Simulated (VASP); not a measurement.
# Ta (Im-3m) in VASP: relaxation of cell and atoms with PBEsol

Aim: the relaxation of cell and atoms of Ta with PBEsol.

Program: VASP 6.6.1. These are calculated values, not measurements. Logs are shortened: lines on timing, memory, paths and dates and some standing lists are left out, and cuts for length are marked.

**1. The cell of the first run**

The structure is cubic, space group Im-3m (No. 229). Conventional cell: a = 3.320 Å, b = 3.320 Å, c = 3.320 Å, α = 90.00°, β = 90.00°, γ = 90.00°. Ta (site symmetry m-3m) has 14 Ta at 2.88 to 3.32 Å within 3.8 Å.

**2. Relaxation of cell and atoms, PBEsol**

Contents of INCAR:

```
ALGO     = Normal         # electronic algorithm
EDIFF    = 1E-6           # SCF threshold, eV
EDIFFG   = -0.01          # ionic threshold
ENCUT    = 600            # plane-wave cutoff, eV
GGA      = PS             # functional
IBRION   = 2              # ionic algorithm
ISIF     = 3              # what is computed and relaxed
ISMEAR   = 0              # smearing method
LASPH    = True           # aspherical terms in the spheres
LCHARG   = False          # write CHGCAR
LREAL    = Auto         
LUSENCCL = False        
LWAVE    = False          # write WAVECAR
NELM     = 80             # most SCF steps
NSW      = 80             # ionic steps
PREC     = Accurate       # precision mode
SIGMA    = 0.1            # smearing width, eV
```

Contents of KPOINTS:

```
k-points
0
Gamma
  8 8 8
```

Contents of POSCAR:

```
Ta
1.0
    6.6400000000      0.0000000000      0.0000000000
    0.0000000000      6.6400000000      0.0000000000
    0.0000000000      0.0000000000      6.6400000000
Ta
16
Direct
    0.0000000000      0.0000000000      0.0000000000
    0.2500000000      0.2500000000      0.2500000000
    0.0000000000      0.0000000000      0.5000000000
    0.2500000000      0.2500000000      0.7500000000
    0.0000000000      0.5000000000      0.0000000000
    0.2500000000      0.7500000000      0.2500000000
    0.0000000000      0.5000000000      0.5000000000
    0.2500000000      0.7500000000      0.7500000000
    0.5000000000      0.0000000000      0.0000000000
    0.7500000000      0.2500000000      0.2500000000
    0.5000000000      0.0000000000      0.5000000000
    0.7500000000      0.2500000000      0.7500000000
    0.5000000000      0.5000000000      0.0000000000
    0.7500000000      0.7500000000      0.2500000000
    0.5000000000      0.5000000000      0.5000000000
    0.7500000000      0.7500000000      0.7500000000
```

Potentials or basis: VASP PAW PBE potentials, release 64 (Ta_pv).

Started as:

```
$ cat potpaw_PBE.64/Ta_pv/POTCAR > POTCAR
$ mpirun -np 1 vasp_std > vasp.out
```

OUTCAR:

```text
EDIFF = 1E-6
   EDIFFG = -0.01
   ENCUT = 600
   GGA = PS
   IBRION = 2
   ISIF = 3
   ISMEAR = 0
   LASPH = True
   LREAL = Auto
   NELM = 80
   NSW = 80
   PREC = Accurate

 ion  position               nearest neighbor table
   1  0.000  0.000  0.000-   2 2.88   4 2.88   6 2.88   8 2.88  10 2.88  12 2.88  14 2.88  16 2.88
                             5 3.32   9 3.32   3 3.32   3 3.32   5 3.32   9 3.32
   2  0.250  0.250  0.250-   1 2.88   3 2.88   5 2.88   7 2.88   9 2.88  11 2.88  13 2.88  15 2.88
                             4 3.32   6 3.32  10 3.32   4 3.32   6 3.32  10 3.32
   3  0.000  0.000  0.500-   2 2.88   4 2.88   6 2.88   8 2.88  10 2.88  12 2.88  14 2.88  16 2.88
                             1 3.32   7 3.32  11 3.32   1 3.32   7 3.32  11 3.32
   4  0.250  0.250  0.750-   1 2.88   3 2.88   5 2.88   7 2.88   9 2.88  11 2.88  13 2.88  15 2.88
                            12 3.32   2 3.32   8 3.32   2 3.32   8 3.32  12 3.32
   5  0.000  0.500  0.000-   2 2.88   4 2.88   6 2.88   8 2.88  10 2.88  12 2.88  14 2.88  16 2.88
                            13 3.32   7 3.32   1 3.32   7 3.32   1 3.32  13 3.32
   6  0.250  0.750  0.250-   1 2.88   3 2.88   5 2.88   7 2.88   9 2.88  11 2.88  13 2.88  15 2.88
                             2 3.32  14 3.32   8 3.32   8 3.32   2 3.32  14 3.32
   7  0.000  0.500  0.500-   2 2.88   4 2.88   6 2.88   8 2.88  10 2.88  12 2.88  14 2.88  16 2.88
                             3 3.32  15 3.32   5 3.32   5 3.32   3 3.32  15 3.32
   8  0.250  0.750  0.750-   1 2.88   3 2.88   5 2.88   7 2.88   9 2.88  11 2.88  13 2.88  15 2.88
                             6 3.32   4 3.32  16 3.32   6 3.32   4 3.32  16 3.32
   9  0.500  0.000  0.000-   2 2.88   4 2.88   6 2.88   8 2.88  10 2.88  12 2.88  14 2.88  16 2.88
                            13 3.32  11 3.32   1 3.32  11 3.32  13 3.32   1 3.32
  10  0.750  0.250  0.250-   1 2.88   3 2.88   5 2.88   7 2.88   9 2.88  11 2.88  13 2.88  15 2.88
                             2 3.32  14 3.32  12 3.32  12 3.32  14 3.32   2 3.32
  11  0.500  0.000  0.500-   2 2.88   4 2.88   6 2.88   8 2.88  10 2.88  12 2.88  14 2.88  16 2.88
                             3 3.32  15 3.32   9 3.32   9 3.32  15 3.32   3 3.32
  12  0.750  0.250  0.750-   1 2.88   3 2.88   5 2.88   7 2.88   9 2.88  11 2.88  13 2.88  15 2.88
                            10 3.32   4 3.32  16 3.32  10 3.32  16 3.32   4 3.32
  13  0.500  0.500  0.000-   2 2.88   4 2.88   6 2.88   8 2.88  10 2.88  12 2.88  14 2.88  16 2.88
                             5 3.32  15 3.32   9 3.32  15 3.32   9 3.32   5 3.32
  14  0.750  0.750  0.250-   1 2.88   3 2.88   5 2.88   7 2.88   9 2.88  11 2.88  13 2.88  15 2.88
                            10 3.32   6 3.32  16 3.32  16 3.32  10 3.32   6 3.32
  15  0.500  0.500  0.500-   2 2.88   4 2.88   6 2.88   8 2.88  10 2.88  12 2.88  14 2.88  16 2.88
                            13 3.32  11 3.32   7 3.32  13 3.32  11 3.32   7 3.32
  16  0.750  0.750  0.750-   1 2.88   3 2.88   5 2.88   7 2.88   9 2.88  11 2.88  13 2.88  15 2.88
                             8 3.32  14 3.32  12 3.32  14 3.32  12 3.32   8 3.32

  LATTYP: Found a simple cubic cell.
 ALAT       =     6.6400000000

  Lattice vectors:

 A1 = (   6.6400000000,   0.0000000000,   0.0000000000)
 A2 = (   0.0000000000,   6.6400000000,   0.0000000000)
 A3 = (   0.0000000000,   0.0000000000,   6.6400000000)

Analysis of symmetry for initial positions (statically):
=====================================================================
 Subroutine PRICEL returns following result:

  LATTYP: Found a body centered cubic cell.
 ALAT       =     3.3200000000

  Lattice vectors:

 A1 = (   1.6600000000,   1.6600000000,  -1.6600000000)
 A2 = (  -1.6600000000,   1.6600000000,   1.6600000000)
 A3 = (   1.6600000000,  -1.6600000000,   1.6600000000)

  16 primitive cells build up your supercell.

 Routine SETGRP: Setting up the symmetry group for a
 simple cubic supercell.

 Subroutine GETGRP returns: Found 48 space group operations
 (whereof 48 operations were pure point group operations)
 out of a pool of 48 trial point group operations.

The static configuration has the point symmetry O_h .

Analysis of symmetry for dynamics (positions and initial velocities):
=====================================================================
 Subroutine PRICEL returns following result:

  LATTYP: Found a body centered cubic cell.
 ALAT       =     3.3200000000

  Lattice vectors:

 A1 = (   1.6600000000,   1.6600000000,  -1.6600000000)
 A2 = (  -1.6600000000,   1.6600000000,   1.6600000000)
 A3 = (   1.6600000000,  -1.6600000000,   1.6600000000)

  16 primitive cells build up your supercell.

 Routine SETGRP: Setting up the symmetry group for a
 simple cubic supercell.

 Subroutine GETGRP returns: Found 48 space group operations
 (whereof 48 operations were pure point group operations)
 out of a pool of 48 trial point group operations.

The dynamic configuration has the point symmetry O_h .

[... 42 lines left out ...]

  Shift w.r.t. Gamma in fractional coordinates (k-lattice)
     0.000000000  0.000000000  0.000000000

 Subroutine IBZKPT returns following result:
 ===========================================

 Found     35 irreducible k-points:

 Following reciprocal coordinates:
            Coordinates               Weight
  0.000000  0.000000  0.000000      1.000000
  0.125000  0.000000  0.000000      6.000000
  0.250000  0.000000  0.000000      6.000000
  0.375000  0.000000  0.000000      6.000000
  0.500000  0.000000  0.000000      3.000000
  0.125000  0.125000  0.000000     12.000000
[... 16 lines left out ...]
  0.375000  0.375000  0.125000     24.000000
  0.500000  0.375000  0.125000     24.000000
 [... further k-points ...]
   k-points           NKPTS =     35   k-points in BZ     NKDIM =     35   number of bands    NBANDS=    105
   number of dos      NEDOS =    301   number of ions     NIONS =     16
   total plane-waves  NPLWV = 157464
   dimension x,y,z NGX =    54 NGY =   54 NGZ =   54
   dimension x,y,z NGXF=   108 NGYF=  108 NGZF=  108
   ions per type =              16
   NGX,Y,Z   is equivalent  to a cutoff of  13.52, 13.52, 13.52 a.u.
   NGXF,Y,Z  is equivalent  to a cutoff of  27.04, 27.04, 27.04 a.u.
 SYSTEM =  unknown system
   PREC   = accura    normal or accurate (medium, high low for compatibility)
   ISTART =      0    job   : 0-new  1-cont  2-samecut
   ICHARG =      2    charge: 1-file 2-atom 10-const
   ISPIN  =      1    spin polarized calculation?
   LNONCOLLINEAR =      F non collinear calculations
   LSORBIT =      F    spin-orbit coupling
   LASPH  =      T    aspherical Exc in radial PAW
   ENCUT  =  600.0 eV  44.10 Ry    6.64 a.u.  13.26 13.26 13.26*2*pi/ulx,y,z
   NELM   =     80;   NELMIN=  2; NELMDL= -5     # of ELM steps
   EDIFF  = 0.1E-05   stopping-criterion for ELM
   LREAL  =      T    real-space projection
   EDIFFG = -.1E-01   stopping-criterion for IOM
   NSW    =     80    number of steps for IOM
   IBRION =      2    ionic relax: 0-MD 1-quasi-New 2-CG
   NFREE  =      1    steps in history (QN), initial steepest desc. (CG)
   ISIF   =      3    stress and relaxation
   ISYM   =      2    0-nonsym 1-usesym 2-fastsym
   POTIM  = 0.5000    time-step for ionic-motion
   TEBEG  =    0.0;   TEEND  =   0.0 temperature during run
   PSTRESS=    0.0 pullay stress
   NELECT =     176.0000    total number of electrons
   NUPDOWN=      -1.0000    fix difference up-down
   EMIN   =  10.00;   EMAX   =-10.00  energy-range for DOS
   EFERMI =   0.00;   METHOD = LEGACY
   ISMEAR =     0;   SIGMA  =   0.10  broadening in eV -4-tet -1-fermi 0-gaus
   EFERMI_NEDOS =   21; number of points for ismear=-14 and -15
   IALGO  =     38    algorithm
   IMIX   =      4    mixing-type and parameters
     AMIX     =   0.40;   BMIX     =  1.00
     AMIX_MAG =   1.60;   BMIX_MAG =  1.00
  volume/ion in A,a.u.               =      18.30       123.48
  Fermi-wavevector in a.u.,A,eV,Ry     =   1.381691  2.611018 25.974480  1.909070
  Thomas-Fermi vector in A             =   2.506452
   LORBIT       =      0    0 simple, 1 ext, 2 COOP (PROOUT), +10 PAW based schemes
   GGA     = PS    functional components
   LHFCALC =     F    Hartree Fock is set to
   AEXX    =    0.0000 exact exchange contribution
   IVDW    =     0    specifies the selected vdW correction
   LEPSILON=     F    determine dielectric tensor
   LRPA    =     F    only Hartree local field effects (RPA)
 conjugate gradient relaxation of ions
 non-spin polarized calculation
 Gauss-broadening in eV      SIGMA  =   0.10
  energy-cutoff  :      600.00
  volume of cell :      292.75
 maximum number of plane-waves:      9812
 NGX is ok and might be reduce to    54
   NGX = 27   NGY = 27   NGZ = 27

--------------------------------------- Ionic step        1  -------------------------------------------

 number of electron     176.0000042 magnetization

 Free energy of the ion-electron system (eV)
  ---------------------------------------------------
  ext. energy  EPLUGINS =         0.00000000
  ---------------------------------------------------
  free energy    TOTEN  =      -200.65911593 eV

  energy without entropy =     -200.54335495  energy(sigma->0) =     -200.60123544

------------------------ aborting loop because EDIFF is reached ----------------------------------------

  FORCE on cell =-STRESS in cart. coord.  units (eV):
  Direction    XX          YY          ZZ          XY          YZ          ZX
  --------------------------------------------------------------------------------------
  -------------------------------------------------------------------------------------
  Total      -12.1573995    -12.1573995    -12.1573995      0.0000000      0.0000000      0.0000000
  in kB      -66.5345204    -66.5345204    -66.5345204      0.0000000      0.0000000      0.0000000
  external PRESSURE =     -66.5345204 kB  Pullay stress =       0.0000000 kB
[... 137 lines left out ...]
--------------------------------------- Ionic step        4  -------------------------------------------

 number of electron     176.0000057 magnetization

 Free energy of the ion-electron system (eV)
  ---------------------------------------------------
  ext. energy  EPLUGINS =         0.00000000
  ---------------------------------------------------
  free energy    TOTEN  =      -200.86739246 eV

  energy without entropy =     -200.75542105  energy(sigma->0) =     -200.81140675

 E-fermi :   5.4587     XC(G=0): -12.8219

 val. band max:        5.4578380586   @ k =   0.3750   0.2500   0.1250
 cond. band min:       5.4728518626   @ k =   0.3750   0.2500   0.2500
 fundamental gap:      0.0150138040
 Fermi energy:         5.4587268439

 k-point     1 :       0.0000    0.0000    0.0000
  band No.  band energies     occupation
      1     -28.7374      2.00000
      2     -28.7374      2.00000
      3     -28.7374      2.00000
      4     -28.7374      2.00000
      5     -28.7374      2.00000
      6     -28.7374      2.00000
[... 2461 lines left out ...]
     99       8.3259      0.00000
    100       8.3259      0.00000

 [... further k-points ...]

 [bands above 100 left out]

------------------------ aborting loop because EDIFF is reached ----------------------------------------

  FORCE on cell =-STRESS in cart. coord.  units (eV):
  Direction    XX          YY          ZZ          XY          YZ          ZX
  --------------------------------------------------------------------------------------
  -------------------------------------------------------------------------------------
  Total       -0.0236335     -0.0236335     -0.0236335      0.0000000      0.0000000     -0.0000000
  in kB       -0.1338067     -0.1338067     -0.1338067      0.0000000      0.0000000     -0.0000000
  external PRESSURE =      -0.1338067 kB  Pullay stress =       0.0000000 kB
[... 31 lines left out ...]
  FREE ENERGIE OF THE ION-ELECTRON SYSTEM (eV)
  ---------------------------------------------------
  free  energy   TOTEN  =      -200.8673924564 eV

  energy  without entropy=     -200.7554210477  energy(sigma->0) =     -200.81140675

 reached required accuracy - stopping structural energy minimisation
```

Wall time 10 min (1 × NVIDIA H100 80GB with 1 thread of AMD EPYC 7R13 (Zen 3), shared host); peak memory 1.9 GiB.

What came out:

```
Free energy                           : -200.8674 eV
Relaxed volume                        : 17.69 Å³/atom
Relaxed cell                          : a = 6.565 Å, b = 6.565 Å, c = 6.565 Å, α = 90.00°, β = 90.00°, γ = 90.00°
Space group after relaxing (to 0.1 Å) : Im-3m (No. 229)
Energy gained by relaxing             : 13.0 meV/atom
Ionic steps                           : 4
Pressure after relaxing               : 0.0 GPa
Band gap on the k mesh                : zero (bands 88 and 89 overlap by 2.32 eV)
```

Step by step:
| step | energy change (eV) | largest force (eV/Å) | pressure (GPa) | volume (Å³) |
| --- | --- | --- | --- | --- |
| 1 | 0.0000 | 0.0000 | -6.65 | 292.75 |
| 2 | 0.9612 | 0.0000 | 18.74 | 261.73 |
| 3 | -0.2081 | 0.0000 | -0.21 | 283.25 |
| 4 | -0.2083 | 0.0000 | -0.01 | 282.98 |

Final structure:
```
CELL_PARAMETERS angstrom
6.56528 0.00000 0.00000
0.00000 6.56528 0.00000
0.00000 0.00000 6.56528
ATOMIC_POSITIONS crystal
Ta 0.00000 0.00000 0.00000
Ta 0.25000 0.25000 0.25000
Ta 0.00000 0.00000 0.50000
Ta 0.25000 0.25000 0.75000
Ta 0.00000 0.50000 0.00000
Ta 0.25000 0.75000 0.25000
Ta 0.00000 0.50000 0.50000
Ta 0.25000 0.75000 0.75000
Ta 0.50000 0.00000 0.00000
Ta 0.75000 0.25000 0.25000
Ta 0.50000 0.00000 0.50000
Ta 0.75000 0.25000 0.75000
Ta 0.50000 0.50000 0.00000
Ta 0.75000 0.75000 0.25000
Ta 0.50000 0.50000 0.50000
Ta 0.75000 0.75000 0.75000
```

Caveat: the PAW data sets were made with another functional, which shifts forces and pressure a little; spin-orbit coupling is left out, which moves the levels of the heavy elements.
